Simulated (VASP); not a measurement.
# Cl (P6/mmm) in VASP: a series of runs, part 2 of 2

VASP 6.6.1. The steps go on from the part before.

## Step 3: Single point, PBE

This run uses another cell than the first one, of 19.43 Å³/atom.

INCAR reads:

```
PREC     = Accurate       # precision mode
ENCUT    = 520            # plane-wave cutoff, eV
EDIFF    = 1E-6           # SCF threshold, eV
ISMEAR   = -1             # smearing method
SIGMA    = 0.05           # smearing width, eV
LREAL    = False          # projectors in reciprocal space
LASPH    = True           # aspherical terms in the spheres
NELM     = 80             # most SCF steps
ALGO     = Normal         # electronic algorithm
ISIF     = 2              # what is computed and relaxed
LWAVE    = False          # write WAVECAR
LCHARG   = False          # write CHGCAR
GGA      = PE             # functional
NBANDS   = 18             # bands
```

KPOINTS reads:

```
Automatic mesh
0
Gamma
  8 8 11
```

POSCAR reads:

```
Cl
1.0
    5.5215856687      0.0000000000      0.0000000000
   -2.7607928343      4.7818334582      0.0000000000
    0.0000000000      0.0000000000      2.2080435017
Cl
3
Direct
    0.0000000000      0.0000000000      0.0000000000
    0.3333333333      0.6666666667      0.5000000000
    0.6666666667      0.3333333333      0.5000000000
```

Potentials or basis: VASP PAW PBE potentials, release 64 (Cl).

Launch:

```bash
$ cat potpaw_PBE.64/Cl/POTCAR > POTCAR
$ mpirun -np 1 vasp_std > vasp.out
```

It took 20 s on 1 thread of AMD EPYC 9R45 (Zen 5), shared host; peak memory 0.15 GiB.

It converged, with:

```
Free energy            : -4.2877 eV
Pressure               : 10.2 GPa
Band gap on the k mesh : zero (an odd number of electrons rules out a gap without spin polarisation)
```

Stress tensor (GPa, compression positive):
```
10.28  0.00  0.00
 0.00 10.28  0.00
 0.00  0.00  9.92
```

Levels at points of the mesh, in eV from the Fermi level:
```
           k point  band 6  band 7  band 8  band 9  band 10  band 11  band 12  band 13
(0.00, 0.00, 0.00)   -4.74   -4.74   -2.01   -2.01     4.92     5.17     5.58     6.34
(0.50, 0.00, 0.00)   -4.32   -2.99   -2.84   -2.74     5.03     5.09     5.55     7.09
```

Caveat: the cell stands under pressure; an odd number of electrons without spin polarisation forces a metal; a magnetic or distorted state may lie lower.

## Step 4: Single point, PBE (19.43 Å³/atom)

This run uses another cell than the first one, of 19.43 Å³/atom.

INCAR reads:

```
SYSTEM = Cl
ALGO = Normal
EDIFF = 1E-6
ENCUT = 520
GGA = PE
ISIF = 2
ISMEAR = -1
LASPH = .TRUE.
LCHARG = .TRUE.
LELF = .TRUE.
LREAL = .FALSE.
LVHAR = .TRUE.
LWAVE = .FALSE.
NBANDS = 18
NELM = 80
PREC = Accurate
SIGMA = 0.05
```

KPOINTS reads:

```
k-points
0
G
  8 8 11
  0 0 0
```

Edit POSCAR of step 3 so:

```diff
@@ -3,3 +3,3 @@
     5.5215856687      0.0000000000      0.0000000000
-   -2.7607928343      4.7818334582      0.0000000000
+   -2.7607928343      4.7818334583      0.0000000000
     0.0000000000      0.0000000000      2.2080435017
```

Potentials or basis: VASP PAW PBE potentials, release 64 (Cl).

Launch:

```bash
$ cat potpaw_PBE.64/Cl/POTCAR > POTCAR
$ mpirun -np 1 vasp_std > vasp.out
```

OUTCAR:

```text
SYSTEM = Cl
   EDIFF = 1E-6
   ENCUT = 520
   GGA = PE
   ISIF = 2
   ISMEAR = -1
   LASPH = .TRUE.
   LREAL = .FALSE.
   NELM = 80
   PREC = Accurate

 ion  position               nearest neighbor table
   1  0.000  0.000  0.000-
   2  0.333  0.667  0.500-
   3  0.667  0.333  0.500-

  LATTYP: Found a hexagonal cell.
 ALAT       =     5.5215856687
 C/A-ratio  =     0.3998930079

  Lattice vectors:

 A1 = (   5.5215856687,   0.0000000000,   0.0000000000)
 A2 = (  -2.7607928343,   4.7818334583,   0.0000000000)
 A3 = (   0.0000000000,   0.0000000000,   2.2080435017)

Analysis of symmetry for initial positions (statically):
=====================================================================
 Subroutine PRICEL returns:
 Original cell was already a primitive cell.

 Routine SETGRP: Setting up the symmetry group for a
 hexagonal supercell.

 Subroutine GETGRP returns: Found 24 space group operations
 (whereof 24 operations were pure point group operations)
 out of a pool of 24 trial point group operations.

[... 155 lines left out ...]

 Free energy of the ion-electron system (eV)
  ---------------------------------------------------
  ext. energy  EPLUGINS =         0.00000000
  ---------------------------------------------------
  free energy    TOTEN  =        -4.28774441 eV

  energy without entropy =       -4.27275187  energy(sigma->0) =       -4.28024814

 E-fermi :   3.3060     XC(G=0):  -9.7309

 val. band max:        3.2665760127   @ k =   0.1250  -0.0000   0.4545
 cond. band min:       3.3184466399   @ k =   0.1250  -0.0000   0.4545
 fundamental gap:      0.0518706272
 Fermi energy:         3.3060267756

 k-point     1 :       0.0000    0.0000    0.0000
  band No.  band energies     occupation
      1     -14.5015      2.00000
      2     -13.6583      2.00000
      3     -13.3174      2.00000
      4      -1.6893      2.00000
      5      -1.6893      2.00000
      6      -1.4294      2.00000
[... 481 lines left out ...]
      5      -0.8931      2.00000
      6       0.3036      2.00000
[... 10 lines left out ...]
     17      14.6216      0.00000
     18      17.7608      0.00000

 [... further k-points ...]
[... 5 lines left out ...]
  --------------------------------------------------------------------------------------
  -------------------------------------------------------------------------------------
  Total        3.7408848      3.7408848      3.6096227      0.0000000      0.0000000     -0.0000000
  in kB      102.8061349    102.8061349     99.1988203      0.0000000      0.0000000     -0.0000000
  external PRESSURE =     101.6036967 kB  Pullay stress =       0.0000000 kB

 VOLUME and BASIS-vectors are now :
 -----------------------------------------------------------------------------
  energy-cutoff  :      520.00
  volume of cell :       58.30
      direct lattice vectors                 reciprocal lattice vectors
     5.521585669  0.000000000  0.000000000     0.181107396  0.104562404  0.000000000
    -2.760792834  4.781833458  0.000000000     0.000000000  0.209124807  0.000000000
     0.000000000  0.000000000  2.208043502     0.000000000  0.000000000  0.452889628

 POSITION                                       TOTAL-FORCE (eV/Angst)
 -----------------------------------------------------------------------------------
      0.00000      0.00000      0.00000        -0.000000      0.000000      0.000000
     -0.00000      3.18789      1.10402         0.000000     -0.000000      0.000000
      2.76079      1.59394      1.10402        -0.000000      0.000000     -0.000000
 -----------------------------------------------------------------------------------
    total drift:                               -0.000000      0.000000     -0.000000

  FREE ENERGIE OF THE ION-ELECTRON SYSTEM (eV)
  ---------------------------------------------------
  free  energy   TOTEN  =        -4.2877444139 eV

  energy  without entropy=       -4.2727518704  energy(sigma->0) =       -4.28024814
```

It took 20 s on 1 thread of AMD EPYC 9R45 (Zen 5), shared host; peak memory 0.16 GiB.

Results:

* Free energy: -4.2877 eV
* Pressure: 10.2 GPa
* Band gap on the k mesh: zero (an odd number of electrons rules out a gap without spin polarisation)

Caveat: the cell stands under pressure; an odd number of electrons without spin polarisation forces a metal; a magnetic or distorted state may lie lower.

The gap in the log of VASP goes by the Fermi energy; the results here count the filled bands.